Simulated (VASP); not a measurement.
# TaTlO4 (P4/mmm) in VASP: notebook

TaTlO4 is run at these levels: PBE; tasks: single point, relaxation of cell and atoms.

Everything below comes from runs of VASP 6.6.1. Logs are shortened: lines on timing, memory, paths and dates and some standing lists are left out, and cuts for length are marked.

### 1 The cell of the first run

The structure is tetragonal, space group P4/mmm (No. 123). The conventional cell has a = 3.873 Å, b = 3.873 Å, c = 5.477 Å, α = 90.00°, β = 90.00°, γ = 90.00°. Within 3.1 Å of Ta (site symmetry 4/mmm) lie 8 O at 2.37 Å. Tl (site symmetry 4/mmm) has 8 O at 2.37 Å within 3.1 Å. O (site symmetry 2mm) has 2 Ta at 2.37 Å and 2 Tl at 2.37 Å and 6 O at 2.74 Å within 3.1 Å.

### 2 Single point, PBE

The input, INCAR:

```
ALGO     = Normal         # electronic algorithm
EDIFF    = 1E-7           # SCF threshold, eV
ENCUT    = 520            # plane-wave cutoff, eV
GGA      = PE             # functional
ISIF     = 2              # what is computed and relaxed
ISMEAR   = 0              # smearing method
LASPH    = T              # aspherical terms in the spheres
LCHARG   = F              # write CHGCAR
LREAL    = F              # projectors in reciprocal space
LWAVE    = F              # write WAVECAR
NBANDS   = 33             # bands
NELM     = 60             # most SCF steps
PREC     = Accurate       # precision mode
SIGMA    = 0.1            # smearing width, eV
```

The input, KPOINTS:

```
k-points
0
Gamma
  4 4 4
```

The input, POSCAR:

```
TaTlO4
1.0
    3.8726432800      0.0000000000      0.0000000000
    0.0000000000      3.8726432800      0.0000000000
    0.0000000000      0.0000000000      5.4767446500
Ta Tl O
1 1 4
Direct
    0.0000000000      0.0000000000      0.0000000000
    0.5000000000      0.5000000000      0.5000000000
    0.5000000000      0.0000000000      0.2500000000
    0.0000000000      0.5000000000      0.7500000000
    0.5000000000      0.0000000000      0.7500000000
    0.0000000000      0.5000000000      0.2500000000
```

Potentials or basis: VASP PAW PBE potentials, release 64 (Ta_pv, Tl_d, O).

Started as:

```
$ cat potpaw_PBE.64/Ta_pv/POTCAR potpaw_PBE.64/Tl_d/POTCAR potpaw_PBE.64/O/POTCAR > POTCAR
$ mpirun -np 1 vasp_std > vasp.out
```

OUTCAR:

```text
EDIFF = 1E-7
   ENCUT = 520
   GGA = PE
   ISIF = 2
   ISMEAR = 0
   LASPH = T
   LREAL = F
   NELM = 60
   PREC = Accurate

 ion  position               nearest neighbor table
   1  0.000  0.000  0.000-   3 2.37   4 2.37   5 2.37   6 2.37   4 2.37   6 2.37   3 2.37   5 2.37
                             2 3.87   2 3.87   2 3.87   2 3.87   2 3.87   2 3.87   2 3.87   2 3.87
   2  0.500  0.500  0.500-   3 2.37   4 2.37   5 2.37   6 2.37   3 2.37   5 2.37   4 2.37   6 2.37
                             1 3.87   1 3.87   1 3.87   1 3.87   1 3.87   1 3.87   1 3.87   1 3.87
   3  0.500  0.000  0.250-   1 2.37   2 2.37   2 2.37   1 2.37
   4  0.000  0.500  0.750-   1 2.37   2 2.37   1 2.37   2 2.37
   5  0.500  0.000  0.750-   1 2.37   2 2.37   2 2.37   1 2.37
   6  0.000  0.500  0.250-   1 2.37   2 2.37   1 2.37   2 2.37

  LATTYP: Found a simple tetragonal cell.
 ALAT       =     3.8726432800
 C/A-ratio  =     1.4142135627

  Lattice vectors:

 A1 = (   3.8726432800,   0.0000000000,   0.0000000000)
 A2 = (   0.0000000000,   3.8726432800,   0.0000000000)
 A3 = (   0.0000000000,   0.0000000000,   5.4767446500)

Analysis of symmetry for initial positions (statically):
=====================================================================
 Subroutine PRICEL returns:
 Original cell was already a primitive cell.

 Routine SETGRP: Setting up the symmetry group for a
 simple tetragonal supercell.

 Subroutine GETGRP returns: Found 16 space group operations
 (whereof 16 operations were pure point group operations)
 out of a pool of 16 trial point group operations.

The static configuration has the point symmetry D_4h.

Analysis of symmetry for dynamics (positions and initial velocities):
=====================================================================
 Subroutine PRICEL returns:
 Original cell was already a primitive cell.

 Routine SETGRP: Setting up the symmetry group for a
 simple tetragonal supercell.

 Subroutine GETGRP returns: Found 16 space group operations
 (whereof 16 operations were pure point group operations)
 out of a pool of 16 trial point group operations.

The dynamic configuration has the point symmetry D_4h.

 Subroutine INISYM returns: Found 16 space group operations
 (whereof 16 operations are pure point group operations),
 and found     1 'primitive' translations

----------------------------------------------------------------------------------------

                                     Primitive cell

  volume of cell :      82.1367

  direct lattice vectors                    reciprocal lattice vectors
     3.872643280  0.000000000  0.000000000     0.258221563  0.000000000  0.000000000
     0.000000000  3.872643280  0.000000000     0.000000000  0.258221563  0.000000000
     0.000000000  0.000000000  5.476744650     0.000000000  0.000000000  0.182590218

  length of vectors
     3.872643280  3.872643280  5.476744650     0.258221563  0.258221563  0.182590218

  position of ions in fractional coordinates (direct lattice)
     0.000000000  0.000000000  0.000000000
     0.500000000  0.500000000  0.500000000
     0.500000000  0.000000000  0.250000000
     0.000000000  0.500000000  0.750000000
     0.500000000  0.000000000  0.750000000
     0.000000000  0.500000000  0.250000000

  ion indices of the primitive-cell ions
   primitive index   ion index
                 1           1
                 2           2
                 3           3
                 4           4
                 5           5
                 6           6

----------------------------------------------------------------------------------------

 KPOINTS: k-points

Automatic generation of k-mesh.
 Grid dimensions read from file:
 generate k-points for:    4    4    4

 Generating k-lattice:

  Cartesian coordinates                     Fractional coordinates (reciprocal lattice)
     0.064555391  0.000000000  0.000000000     0.250000000  0.000000000  0.000000000
     0.000000000  0.064555391  0.000000000     0.000000000  0.250000000  0.000000000
[... 47 lines left out ...]
  Thomas-Fermi vector in A             =   2.494644
   LORBIT       =      0    0 simple, 1 ext, 2 COOP (PROOUT), +10 PAW based schemes
   GGA     = PE    functional components
   LHFCALC =     F    Hartree Fock is set to
   AEXX    =    0.0000 exact exchange contribution
   IVDW    =     0    specifies the selected vdW correction
   LEPSILON=     F    determine dielectric tensor
   LRPA    =     F    only Hartree local field effects (RPA)
 non-spin polarized calculation
 Gauss-broadening in eV      SIGMA  =   0.10
  energy-cutoff  :      520.00
  volume of cell :       82.14
 maximum number of plane-waves:      2248
 NGX is ok and might be reduce to    30

 number of electron      48.0000014 magnetization

 Free energy of the ion-electron system (eV)
  ---------------------------------------------------
  ext. energy  EPLUGINS =         0.00000000
  ---------------------------------------------------
  free energy    TOTEN  =       -41.47579848 eV

  energy without entropy =      -41.47225701  energy(sigma->0) =      -41.47402775

 E-fermi :   3.6741     XC(G=0): -10.8251

 val. band max:        3.6596286727   @ k =   0.5000   0.5000   0.2500
 cond. band min:       3.7223684367   @ k =   0.5000   0.5000   0.5000
 fundamental gap:      0.0627397639
 Fermi energy:         3.6741005121

 k-point     1 :       0.0000    0.0000    0.0000
  band No.  band energies     occupation
      1     -32.8491      2.00000
      2     -32.7755      2.00000
      3     -32.7755      2.00000
      4     -14.3938      2.00000
      5     -13.2879      2.00000
      6     -13.0820      2.00000
[... 25 lines left out ...]
     32      11.3642      0.00000
     33      13.1118      0.00000

 k-point     2 :       0.2500    0.0000    0.0000
  band No.  band energies     occupation
      1     -32.8459      2.00000
      2     -32.7948      2.00000
      3     -32.7745      2.00000
      4     -14.1235      2.00000
      5     -13.2195      2.00000
      6     -13.1691      2.00000
[... 25 lines left out ...]
     32      12.5137      0.00000
     33      12.6592      0.00000
[... 538 lines left out ...]
     32      12.0115      0.00000
     33      12.1387      0.00000

 k-point    18 :       0.5000    0.5000    0.5000
  band No.  band energies     occupation
      1     -32.8364      2.00000
      2     -32.8118      2.00000
      3     -32.8118      2.00000
      4     -13.2105      2.00000
      5     -13.2105      2.00000
      6     -13.1645      2.00000
[... 25 lines left out ...]
     32      13.0038      0.00000
     33      13.4911      0.00000

------------------------ aborting loop because EDIFF is reached ----------------------------------------

  FORCE on cell =-STRESS in cart. coord.  units (eV):
  Direction    XX          YY          ZZ          XY          YZ          ZX
  --------------------------------------------------------------------------------------
  -------------------------------------------------------------------------------------
  Total      -13.3272336    -13.3272336    -12.0682217      0.0000000      0.0000000     -0.0000000
  in kB     -259.9639401   -259.9639401   -235.4053785      0.0000000      0.0000000     -0.0000000
  external PRESSURE =    -251.7777529 kB  Pullay stress =       0.0000000 kB

 VOLUME and BASIS-vectors are now :
 -----------------------------------------------------------------------------
  energy-cutoff  :      520.00
  volume of cell :       82.14
      direct lattice vectors                 reciprocal lattice vectors
     3.872643280  0.000000000  0.000000000     0.258221563  0.000000000  0.000000000
     0.000000000  3.872643280  0.000000000     0.000000000  0.258221563  0.000000000
     0.000000000  0.000000000  5.476744650     0.000000000  0.000000000  0.182590218

 POSITION                                       TOTAL-FORCE (eV/Angst)
 -----------------------------------------------------------------------------------
      0.00000      0.00000      0.00000         0.000000      0.000000      0.000000
      1.93632      1.93632      2.73837         0.000000      0.000000      0.000000
      1.93632      0.00000      1.36919         0.000000      0.000000     -2.659649
      0.00000      1.93632      4.10756         0.000000      0.000000      2.659649
      1.93632      0.00000      4.10756         0.000000     -0.000000      2.659649
      0.00000      1.93632      1.36919        -0.000000     -0.000000     -2.659649
 -----------------------------------------------------------------------------------
    total drift:                                0.000000      0.000000      0.000000

  FREE ENERGIE OF THE ION-ELECTRON SYSTEM (eV)
  ---------------------------------------------------
  free  energy   TOTEN  =       -41.4757984767 eV

  energy  without entropy=      -41.4722570138  energy(sigma->0) =      -41.47402775
```

Run time: 1.8 min. Hardware: 1 thread of Intel Xeon 8259CL, shared host; peak memory 0.21 GiB.

What came out:

```yaml
Free_energy: -41.4758 eV
Pressure: -25.2 GPa
Largest_force: 2.660 eV/Å
Band_gap_on_the_k_mesh: zero (bands 24 and 25 overlap by 0.25 eV)
```

Forces in eV/Å, atoms in the order of the input:
```
Ta   0.000  0.000  0.000
Tl   0.000  0.000  0.000
O    0.000  0.000 -2.660
O    0.000  0.000  2.660
O    0.000  0.000  2.660
O    0.000  0.000 -2.660
```

Caveat: the k points lie up to 0.41 Å⁻¹ apart; spin-orbit coupling is left out, which moves the levels of the heavy elements; forces of over 1 eV/Å act on the atoms, so gaps and moduli don't describe the material at rest.

### 3 Single point, PBE

This run uses another cell than the first one: it holds 12 atoms, not 6.

The input, INCAR:

```
  PREC = Accurate
  ENCUT = 520
  EDIFF = 1E-6
  ISMEAR = 0
  SIGMA = 0.2
  LREAL = False
  LASPH = True
  NELM = 60
  ALGO = Normal
  ISIF = 2
  LWAVE = False
  LCHARG = True
  GGA = PE
  LELF = True
  LVHAR = True
  NBANDS = 60
```

The input, KPOINTS:

```
regular mesh
0
Gamma
  6 6 2
```

The input, POSCAR:

```
TaTlO4
1.0
    3.5976802282      0.0000000000      0.0000000000
    0.0000000000      3.5976802282      0.0000000000
    0.0000000000      0.0000000000     10.7588321990
Ta Tl O
2 2 8
Direct
    0.0000000000      0.0000000000      0.0000000000
    0.0000000000      0.0000000000      0.5000000000
    0.5000000000      0.5000000000      0.2500000000
    0.5000000000      0.5000000000      0.7500000000
    0.5000000000      0.0000000000      0.1099700351
    0.5000000000      0.0000000000      0.6099700351
    0.0000000000      0.5000000000      0.3900299649
    0.0000000000      0.5000000000      0.8900299649
    0.5000000000      0.0000000000      0.3900299649
    0.5000000000      0.0000000000      0.8900299649
    0.0000000000      0.5000000000      0.1099700351
    0.0000000000      0.5000000000      0.6099700351
```

Potentials or basis: VASP PAW PBE potentials, release 64 (Ta_pv, Tl_d, O).

Started as:

```
$ cat potpaw_PBE.64/Ta_pv/POTCAR potpaw_PBE.64/Tl_d/POTCAR potpaw_PBE.64/O/POTCAR > POTCAR
$ mpirun -np 1 vasp_std > vasp.out
```

It took 4.9 min on 1 thread of Intel Xeon 8259CL, shared host; peak memory 0.32 GiB.

It converged, with:

| Property | Result |
| --- | --- |
| Free energy | -87.3420 eV |
| Pressure | 0.5 GPa |
| Largest force | 0.016 eV/Å |
| Band gap on the k mesh | zero (bands 48 and 49 overlap by 0.37 eV) |

Forces on the atoms (eV/Å):
```
Ta   0.000  0.000  0.000
Ta   0.000  0.000  0.000
Tl   0.000  0.000  0.000
Tl   0.000  0.000  0.000
O    0.000  0.000  0.016
O    0.000  0.000  0.016
O    0.000  0.000 -0.016
O    0.000  0.000 -0.016
O    0.000  0.000 -0.016
O    0.000  0.000 -0.016
O    0.000  0.000  0.016
O    0.000  0.000  0.016
```

Stress tensor (GPa, compression positive):
```
0.40 0.00 0.00
0.00 0.40 0.00
0.00 0.00 0.63
```

Levels at points of the mesh, in eV from the Fermi level:
| k point | band 45 | band 46 | band 47 | band 48 | band 49 | band 50 | band 51 | band 52 |
| --- | --- | --- | --- | --- | --- | --- | --- | --- |
| (0.00, 0.00, 0.00) | -0.75 | -0.73 | -0.58 | -0.58 | -0.30 | 1.69 | 1.70 | 2.02 |
| (0.50, 0.00, 0.00) | -2.11 | -2.05 | -1.29 | -0.66 | 1.57 | 1.74 | 2.63 | 2.81 |
| (0.50, 0.50, 0.00) | -0.48 | -0.42 | -0.18 | -0.15 | 0.16 | 1.75 | 1.88 | 2.60 |
| (0.00, 0.00, 0.50) | -0.73 | -0.73 | -0.73 | -0.73 | 1.10 | 1.10 | 1.69 | 1.69 |
| (0.50, 0.00, 0.50) | -1.79 | -1.79 | -1.53 | -1.53 | 1.65 | 1.65 | 3.04 | 3.04 |
| (0.50, 0.50, 0.50) | -0.39 | -0.39 | 0.07 | 0.07 | 0.64 | 0.64 | 1.81 | 1.81 |

Caveat: spin-orbit coupling is left out, which moves the levels of the heavy elements.

### 4 Single point, PBE

This run uses another cell than the first one, of 11.60 Å³/atom.

The input, INCAR:

```
PREC     = Accurate       # precision mode
ENCUT    = 520            # plane-wave cutoff, eV
EDIFF    = 1E-6           # SCF threshold, eV
ISMEAR   = 0              # smearing method
SIGMA    = 0.1            # smearing width, eV
LREAL    = F              # projectors in reciprocal space
LASPH    = T              # aspherical terms in the spheres
NELM     = 100            # most SCF steps
ALGO     = Normal         # electronic algorithm
ISIF     = 2              # what is computed and relaxed
LWAVE    = F              # write WAVECAR
LCHARG   = F              # write CHGCAR
GGA      = PE             # functional
NBANDS   = 33             # bands
```

The input, KPOINTS:

```
regular mesh
0
Gamma
  10 10 8
```

The input, POSCAR:

```
TaTlO4
1.0
    3.5976802282      0.0000000000      0.0000000000
    0.0000000000      3.5976802282      0.0000000000
    0.0000000000      0.0000000000      5.3794160995
Ta Tl O
1 1 4
Direct
    0.0000000000      0.0000000000      0.0000000000
    0.5000000000      0.5000000000      0.5000000000
    0.5000000000      0.0000000000      0.2199400702
    0.0000000000      0.5000000000      0.7800599298
    0.5000000000      0.0000000000      0.7800599298
    0.0000000000      0.5000000000      0.2199400702
```

Started as:

```
$ cat potpaw_PBE.64/Ta_pv/POTCAR potpaw_PBE.64/Tl_d/POTCAR potpaw_PBE.64/O/POTCAR > POTCAR
$ mpirun -np 1 vasp_std > vasp.out
```

It took 4.9 min on 1 thread of Intel Xeon 8259CL, shared host; peak memory 0.34 GiB.

Results (log left out):

- Free energy: -43.6676 eV
- Pressure: 0.4 GPa
- Largest force: 0.010 eV/Å
- Band gap on the k mesh: zero (bands 24 and 25 overlap by 0.47 eV)

Forces on the atoms (eV/Å):
```
Ta   0.000  0.000  0.000
Tl   0.000  0.000  0.000
O    0.000  0.000  0.010
O    0.000  0.000 -0.010
O    0.000  0.000 -0.010
O    0.000  0.000  0.010
```

Levels at points of the mesh, in eV from the Fermi level:
| k point | band 22 | band 23 | band 24 | band 25 | band 26 | band 27 |
| --- | --- | --- | --- | --- | --- | --- |
| (0.00, 0.00, 0.00) | -0.74 | -0.56 | -0.56 | -0.29 | 1.71 | 2.55 |
| (0.50, 0.00, 0.00) | -2.04 | -1.28 | -0.65 | 1.58 | 2.64 | 2.82 |
| (0.50, 0.50, 0.00) | -0.85 | -0.41 | -0.17 | -0.13 | 1.76 | 4.51 |
| (0.00, 0.00, 0.50) | -0.84 | -0.84 | -0.72 | 1.70 | 2.04 | 2.76 |
| (0.50, 0.00, 0.50) | -2.62 | -2.27 | -2.10 | 1.75 | 3.25 | 3.43 |
| (0.50, 0.50, 0.50) | -0.90 | -0.47 | 0.18 | 1.89 | 2.62 | 2.78 |

Caveat: spin-orbit coupling is left out, which moves the levels of the heavy elements.

### 5 Relaxation of cell and atoms, PBE

This run uses another cell than the first one, of 11.60 Å³/atom.

The input, INCAR:

```
ALGO     = Normal         # electronic algorithm
EDIFF    = 1E-7           # SCF threshold, eV
EDIFFG   = -0.01          # ionic threshold
ENCUT    = 600            # plane-wave cutoff, eV
GGA      = PE             # functional
IBRION   = 2              # ionic algorithm
ISIF     = 3              # what is computed and relaxed
ISMEAR   = 0              # smearing method
LASPH    = True           # aspherical terms in the spheres
LCHARG   = False          # write CHGCAR
LREAL    = False          # projectors in reciprocal space
LWAVE    = False          # write WAVECAR
NELM     = 100            # most SCF steps
NSW      = 100            # ionic steps
PREC     = Accurate       # precision mode
SIGMA    = 0.1            # smearing width, eV
```

The input, KPOINTS:

```
k-points
0
Gamma
  10 10 8
```

POSCAR is that of step 4.

Started as:

```
$ cat potpaw_PBE.64/Ta_pv/POTCAR potpaw_PBE.64/Tl_d/POTCAR potpaw_PBE.64/O/POTCAR > POTCAR
$ mpirun -np 1 vasp_std > vasp.out
```

Run time: 11 min. Hardware: 1 thread of Intel Xeon 8259CL, shared host; peak memory 0.4 GiB.

The run converged. Its results:

| Item | Value |
| --- | --- |
| Free energy | -43.6775 eV |
| Relaxed volume | 11.62 Å³/atom |
| Relaxed cell | a = 3.599 Å, b = 3.599 Å, c = 5.382 Å, α = 90.00°, β = 90.00°, γ = 90.00° |
| Space group after relaxing (to 0.1 Å) | P4/mmm (No. 123) |
| Energy gained by relaxing | 0.0 meV/atom |
| Ionic steps | 3 |
| Pressure after relaxing | 0.0 GPa |
| Band gap on the k mesh | zero (bands 24 and 25 overlap by 0.47 eV) |

Final structure:
```
Ta Tl O
1.0
     3.59900    0.00000    0.00000
     0.00000    3.59900    0.00000
     0.00000    0.00000    5.38151
Ta Tl O
1 1 4
Direct
  0.00000 0.00000 0.00000
  0.50000 0.50000 0.50000
  0.50000 0.00000 0.21998
  0.00000 0.50000 0.78002
  0.50000 0.00000 0.78002
  0.00000 0.50000 0.21998
```

Levels at points of the mesh, in eV from the Fermi level:
```tsv
k point	band 22	band 23	band 24	band 25	band 26	band 27
(0.00, 0.00, 0.00)	-0.74	-0.56	-0.56	-0.29	1.71	2.55
(0.50, 0.00, 0.00)	-2.03	-1.28	-0.65	1.58	2.63	2.82
(0.50, 0.50, 0.00)	-0.85	-0.41	-0.16	-0.13	1.76	4.50
(0.00, 0.00, 0.50)	-0.84	-0.84	-0.72	1.70	2.03	2.75
(0.50, 0.00, 0.50)	-2.61	-2.27	-2.10	1.75	3.24	3.42
(0.50, 0.50, 0.50)	-0.90	-0.47	0.18	1.89	2.61	2.78
```

Caveat: spin-orbit coupling is left out, which moves the levels of the heavy elements.

### 6 Overview

| task | cell | k mesh | cutoff (eV) | smearing | gap on the mesh (eV) | pressure (GPa) | largest force (eV/Å) |
| --- | --- | --- | --- | --- | --- | --- | --- |
| single point | a = 3.873, b = 3.873, c = 5.477 Å, 6 atoms, atomic positions A | 4 × 4 × 4 | 520 | gaussian 0.1 eV | none | -25.2 | 2.66 |
| single point | a = 3.598, b = 3.598, c = 10.759 Å, 12 atoms, atomic positions B | 6 × 6 × 2 | 520 | gaussian 0.2 eV | none | 0.5 | 0.02 |
| single point | a = 3.598, b = 3.598, c = 5.379 Å, 6 atoms, atomic positions C | 10 × 10 × 8 | 520 | gaussian 0.1 eV | none | 0.4 | 0.01 |
| relaxation of cell and atoms | relaxed from a = 3.598, b = 3.598, c = 5.379 Å, 6 atoms, atomic positions C | 10 × 10 × 8 | 600 | gaussian 0.1 eV | none | 0.0 | - |

Alike in all rows: level PBE; potentials or basis VASP PAW PBE potentials, release 64 (Ta_pv, Tl_d, O); no spin polarisation.

Caveats: some runs use coarse meshes; spin-orbit coupling is left out, which moves the levels of the heavy elements; forces of over 1 eV/Å act on the atoms, so gaps and moduli don't describe the material at rest (at least some runs).

Total energies depend on the potentials used, so only differences within one code and one set of settings carry meaning.
